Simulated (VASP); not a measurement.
# AlN (P6_3mc) in VASP: relaxation of the atoms with PBE

Aim: the relaxation of the atoms of AlN with PBE.

Program: VASP 6.6.1. These are calculated values, not measurements. Logs are shortened: lines on timing, memory, paths and dates and some standing lists are left out, and cuts for length are marked.

## (1) The cell of the first run

The structure is hexagonal, space group P6_3mc (No. 186). The conventional cell has a = 3.111 Å, b = 3.111 Å, c = 4.981 Å, α = 90.00°, β = 90.00°, γ = 120.00°. Within 2.5 Å of Al (site symmetry 3m) lie 4 N at 1.89 to 1.90 Å. N (site symmetry 3m) has 4 Al at 1.89 to 1.90 Å within 2.5 Å.

## (2) Relaxation of the atoms, PBE

File INCAR:

```
SYSTEM = AlN
ALGO = Normal
EDIFF = 1E-7
EDIFFG = -0.003
ENCUT = 520
GGA = PE
IBRION = 2
ISIF = 2
ISMEAR = 0
LASPH = .True.
LCHARG = .False.
LREAL = .False.
LWAVE = .False.
NELM = 100
NSW = 80
PREC = Accurate
SIGMA = 0.05
```

File KPOINTS:

```
k-points
0
Gamma
  8 8 5
  0 0 0
```

File POSCAR:

```
AlN
1.0
    3.1110000000      0.0000000000      0.0000000000
   -1.5555000000      2.6942050300      0.0000000000
    0.0000000000      0.0000000000      4.9810000000
Al N
2 2
Direct
    0.3333333333      0.6666666667      0.0000000000
    0.6666666667      0.3333333333      0.5000000000
    0.3333333333      0.6666666667      0.3820000000
    0.6666666667      0.3333333333      0.8820000000
```

Potentials or basis: VASP PAW PBE potentials, release 64 (Al, N).

The run is started by

```sh
$ cat potpaw_PBE.64/Al/POTCAR potpaw_PBE.64/N/POTCAR > POTCAR
$ mpirun -np 1 vasp_std > vasp.out
```

OUTCAR:

```text
SYSTEM = AlN
   EDIFF = 1E-7
   EDIFFG = -0.003
   ENCUT = 520
   GGA = PE
   IBRION = 2
   ISIF = 2
   ISMEAR = 0
   LASPH = .True.
   LREAL = .False.
   NELM = 100
   NSW = 80
   PREC = Accurate

 ion  position               nearest neighbor table
   1  0.333  0.667  0.000-   4 1.89   4 1.89   4 1.89   3 1.90   2 3.07   2 3.07   2 3.07   2 3.07
                             2 3.07   2 3.07
   2  0.667  0.333  0.500-   3 1.89   3 1.89   3 1.89   4 1.90   1 3.07   1 3.07   1 3.07   1 3.07
                             1 3.07   1 3.07
   3  0.333  0.667  0.382-   2 1.89   2 1.89   2 1.89   1 1.90
   4  0.667  0.333  0.882-   1 1.89   1 1.89   1 1.89   2 1.90

  LATTYP: Found a hexagonal cell.
 ALAT       =     3.1110000000
 C/A-ratio  =     1.6010928962

  Lattice vectors:

 A1 = (   3.1110000000,   0.0000000000,   0.0000000000)
 A2 = (  -1.5555000000,   2.6942050300,   0.0000000000)
 A3 = (   0.0000000000,   0.0000000000,   4.9810000000)

Analysis of symmetry for initial positions (statically):
=====================================================================
 Subroutine PRICEL returns:
 Original cell was already a primitive cell.

 Routine SETGRP: Setting up the symmetry group for a
 hexagonal supercell.

 Subroutine GETGRP returns: Found 12 space group operations
 (whereof  6 operations were pure point group operations)
 out of a pool of 24 trial point group operations.

The static configuration has the point symmetry C_3v.
 The point group associated with its full space group is C_6v.

Analysis of symmetry for dynamics (positions and initial velocities):
=====================================================================
 Subroutine PRICEL returns:
 Original cell was already a primitive cell.

 Routine SETGRP: Setting up the symmetry group for a
 hexagonal supercell.

 Subroutine GETGRP returns: Found 12 space group operations
 (whereof  6 operations were pure point group operations)
 out of a pool of 24 trial point group operations.

The dynamic configuration has the point symmetry C_3v.
 The point group associated with its full space group is C_6v.

 Subroutine INISYM returns: Found 12 space group operations
 (whereof  6 operations are pure point group operations),
 and found     1 'primitive' translations

----------------------------------------------------------------------------------------

                                     Primitive cell

  volume of cell :      41.7491

  direct lattice vectors                    reciprocal lattice vectors
     3.111000000  0.000000000  0.000000000     0.321440051  0.185583500  0.000000000
    -1.555500000  2.694205030  0.000000000     0.000000000  0.371167001  0.000000000
     0.000000000  0.000000000  4.981000000     0.000000000  0.000000000  0.200762899

  length of vectors
     3.111000000  3.110999999  4.981000000     0.371167000  0.371167001  0.200762899

  position of ions in fractional coordinates (direct lattice)
     0.333333333  0.666666667  0.000000000
     0.666666667  0.333333333  0.500000000
     0.333333333  0.666666667  0.382000000
     0.666666667  0.333333333  0.882000000

  ion indices of the primitive-cell ions
   primitive index   ion index
                 1           1
                 2           2
                 3           3
                 4           4

----------------------------------------------------------------------------------------

 KPOINTS: k-points

Automatic generation of k-mesh.
 Grid dimensions read from file:
 generate k-points for:    8    8    5
[... 73 lines left out ...]
   TEBEG  =    0.0;   TEEND  =   0.0 temperature during run
   PSTRESS=    0.0 pullay stress
   NELECT =      16.0000    total number of electrons
   NUPDOWN=      -1.0000    fix difference up-down
   EMIN   =  10.00;   EMAX   =-10.00  energy-range for DOS
   EFERMI =   0.00;   METHOD = LEGACY
   ISMEAR =     0;   SIGMA  =   0.05  broadening in eV -4-tet -1-fermi 0-gaus
   EFERMI_NEDOS =   21; number of points for ismear=-14 and -15
   IALGO  =     38    algorithm
   IMIX   =      4    mixing-type and parameters
     AMIX     =   0.40;   BMIX     =  1.00
     AMIX_MAG =   1.60;   BMIX_MAG =  1.00
  volume/ion in A,a.u.               =      10.44        70.43
  Fermi-wavevector in a.u.,A,eV,Ry     =   1.189138  2.247146 19.239322  1.414050
  Thomas-Fermi vector in A             =   2.325252
   LORBIT       =      0    0 simple, 1 ext, 2 COOP (PROOUT), +10 PAW based schemes
   GGA     = PE    functional components
   LHFCALC =     F    Hartree Fock is set to
   AEXX    =    0.0000 exact exchange contribution
   IVDW    =     0    specifies the selected vdW correction
   LEPSILON=     F    determine dielectric tensor
   LRPA    =     F    only Hartree local field effects (RPA)
 conjugate gradient relaxation of ions
 non-spin polarized calculation
 Gauss-broadening in eV      SIGMA  =   0.05
  energy-cutoff  :      520.00
  volume of cell :       41.75
 maximum number of plane-waves:      1138
 NGX is ok and might be reduce to    24
   NGX = 11   NGY = 11   NGZ = 19

--------------------------------------- Ionic step        1  -------------------------------------------

 number of electron      15.9999997 magnetization

 Free energy of the ion-electron system (eV)
  ---------------------------------------------------
  ext. energy  EPLUGINS =         0.00000000
  ---------------------------------------------------
  free energy    TOTEN  =       -29.77127870 eV

  energy without entropy =      -29.77127870  energy(sigma->0) =      -29.77127870

------------------------ aborting loop because EDIFF is reached ----------------------------------------

  FORCE on cell =-STRESS in cart. coord.  units (eV):
  Direction    XX          YY          ZZ          XY          YZ          ZX
  --------------------------------------------------------------------------------------
  -------------------------------------------------------------------------------------
  Total        0.9625172      0.9625172      0.9572289      0.0000000      0.0000000      0.0000000
  in kB       36.9378721     36.9378720     36.7349273      0.0000000      0.0000000      0.0000000
  external PRESSURE =      36.8702238 kB  Pullay stress =       0.0000000 kB

 VOLUME and BASIS-vectors are now :
 -----------------------------------------------------------------------------
  energy-cutoff  :      520.00
  volume of cell :       41.75
      direct lattice vectors                 reciprocal lattice vectors
     3.111000000  0.000000000  0.000000000     0.321440051  0.185583500  0.000000000
    -1.555500000  2.694205030  0.000000000     0.000000000  0.371167001  0.000000000
     0.000000000  0.000000000  4.981000000     0.000000000  0.000000000  0.200762899

 POSITION                                       TOTAL-FORCE (eV/Angst)
 -----------------------------------------------------------------------------------
     -0.00000      1.79614      0.00000         0.000000      0.000000      0.007467
      1.55550      0.89807      2.49050        -0.000000     -0.000000      0.007467
     -0.00000      1.79614      1.90274        -0.000000      0.000000     -0.007467
      1.55550      0.89807      4.39324         0.000000      0.000000     -0.007467
 -----------------------------------------------------------------------------------
    total drift:                               -0.000000      0.000000      0.000534

  FREE ENERGIE OF THE ION-ELECTRON SYSTEM (eV)
  ---------------------------------------------------
  free  energy   TOTEN  =       -29.7712787009 eV

  energy  without entropy=      -29.7712787009  energy(sigma->0) =      -29.77127870

--------------------------------------- Ionic step        2  -------------------------------------------

 number of electron      15.9999997 magnetization

 Free energy of the ion-electron system (eV)
  ---------------------------------------------------
  ext. energy  EPLUGINS =         0.00000000
  ---------------------------------------------------
  free energy    TOTEN  =       -29.77128274 eV

  energy without entropy =      -29.77128274  energy(sigma->0) =      -29.77128274

 E-fermi :   6.3668     XC(G=0): -10.9125

 val. band max:        6.1618345130   @ k =   0.0000   0.0000   0.0000
 cond. band min:      10.3702557470   @ k =   0.0000   0.0000   0.0000
 fundamental gap:      4.2084212341
 Fermi energy:         6.3667739265

 k-point     1 :       0.0000    0.0000    0.0000
  band No.  band energies     occupation
      1      -9.0327      2.00000
      2      -6.8844      2.00000
      3       0.1640      2.00000
      4       5.2915      2.00000
      5       5.2915      2.00000
      6       5.9422      2.00000
      7       5.9422      2.00000
      8       6.1618      2.00000
      9      10.3703      0.00000
     10      12.8216      0.00000
     11      16.7781      0.00000
     12      17.3109      0.00000
[... 331 lines left out ...]
 k-point    24 :       0.3750    0.0000    0.4000
  band No.  band energies     occupation
      1      -7.1467      2.00000
      2      -6.7723      2.00000
      3       0.9126      2.00000
      4       1.3105      2.00000
      5       4.1301      2.00000
      6       4.6102      2.00000
      7       5.0179      2.00000
      8       5.0591      2.00000
      9      11.5508      0.00000
     10      12.1758      0.00000
     11      15.3015      0.00000
     12      16.0236      0.00000

 [... further k-points ...]
[... 5 lines left out ...]
  --------------------------------------------------------------------------------------
  -------------------------------------------------------------------------------------
  Total        0.9532270      0.9532270      0.9743206      0.0000000      0.0000000      0.0000000
  in kB       36.5813512     36.5813512     37.3908428      0.0000000      0.0000000      0.0000000
  external PRESSURE =      36.8511817 kB  Pullay stress =       0.0000000 kB

 VOLUME and BASIS-vectors are now :
 -----------------------------------------------------------------------------
  energy-cutoff  :      520.00
  volume of cell :       41.75
      direct lattice vectors                 reciprocal lattice vectors
     3.111000000  0.000000000  0.000000000     0.321440051  0.185583500  0.000000000
    -1.555500000  2.694205030  0.000000000     0.000000000  0.371167001  0.000000000
     0.000000000  0.000000000  4.981000000     0.000000000  0.000000000  0.200762899

 POSITION                                       TOTAL-FORCE (eV/Angst)
 -----------------------------------------------------------------------------------
     -0.00000      1.79614      0.00036         0.000000     -0.000000     -0.002017
      1.55550      0.89807      2.49086        -0.000000      0.000000     -0.002017
     -0.00000      1.79614      1.90238         0.000000      0.000000      0.002017
      1.55550      0.89807      4.39288         0.000000     -0.000000      0.002017
 -----------------------------------------------------------------------------------
    total drift:                               -0.000000      0.000000      0.001823

  FREE ENERGIE OF THE ION-ELECTRON SYSTEM (eV)
  ---------------------------------------------------
  free  energy   TOTEN  =       -29.7712827380 eV

  energy  without entropy=      -29.7712827380  energy(sigma->0) =      -29.77128274

 reached required accuracy - stopping structural energy minimisation
```

Wall time 27 s (1 thread of Intel Xeon 8259CL, shared host); peak memory 0.15 GiB.

What came out:

```yaml
Free_energy: -29.7713 eV
Energy_gained_by_relaxing: 0.0 meV/atom
Ionic_steps: 2
Pressure_after_relaxing: 3.7 GPa
Band_gap_on_the_k_mesh: 4.21 eV
```

Forces on the atoms (eV/Å):
```
Al   0.000  0.000 -0.002
Al   0.000  0.000 -0.002
N    0.000  0.000  0.002
N    0.000  0.000  0.002
```

Stress tensor (GPa, compression positive):
```
3.66 0.00 0.00
0.00 3.66 0.00
0.00 0.00 3.74
```

Final structure:
```xyz
4
Lattice="3.1110 0.0000 0.0000 -1.5555 2.6942 0.0000 0.0000 0.0000 4.9810" Properties=species:S:1:pos:R:3 pbc="T T T"
Al    0.0000    1.7961    0.0004
Al    1.5555    0.8981    2.4909
N     0.0000    1.7961    1.9024
N     1.5555    0.8981    4.3929
```
